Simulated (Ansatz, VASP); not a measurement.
**Two plane-wave programs on Ge**

```
Ge
1.0
     0.00000    2.16665    2.16665
     2.16665    0.00000    2.16665
     2.16665    2.16665    0.00000
Ge
1
Direct
  0.00000 0.00000 0.00000
```

Alike in both runs: task single point; functional PBE; k mesh 14 × 14 × 14; occupations fermi-dirac, width 0.1 eV; no spin polarisation.

|  | VASP | Ansatz |
| --- | --- | --- |
| version | VASP 6.6.1 | Ansatz 0.2.0 |
| potentials or method | VASP PAW PBE potentials, release 64 (Ge_d), cutoff 520 eV | plane waves (420 eV) with PAW, scalar-relativistic |
| valence electrons in the cell | 14 | 14 |

Ansatz gave:

* pressure (GPa): -2.0

Question: Which values does VASP return?

Answer: Pressure (GPa): -2.1.

The functional is the same, so the differences come from potentials, cutoffs and numerics.
